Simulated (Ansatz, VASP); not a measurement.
## One calculation of TaN, two programs

```
Ta N
1.0
     0.00000    2.17900    2.17900
     2.17900    0.00000    2.17900
     2.17900    2.17900    0.00000
Ta N
1 1
Direct
  0.50000 0.50000 0.50000
  0.00000 0.00000 0.00000
```

Alike in both runs: task single point; functional PBEsol; k mesh 9 × 9 × 9; occupations fermi-dirac, width 0.02 eV; no spin polarisation.

```csv
,VASP,Ansatz
version,VASP 6.6.1,Ansatz 0.2.0
potentials or method,"VASP PAW PBE potentials, release 64 (Ta_pv, N), cutoff 520 eV","all-electron LAPW, scalar-relativistic"
```

|  | VASP | Ansatz | Ansatz less VASP |
| --- | --- | --- | --- |
| pressure (GPa) | 5.4 | 4.3 | -1.10 |

VASP's potentials were made for PBE, not for PBEsol. Ansatz ran all-electron here, and VASP with PAW potentials.

Neither program's run includes spin-orbit coupling.
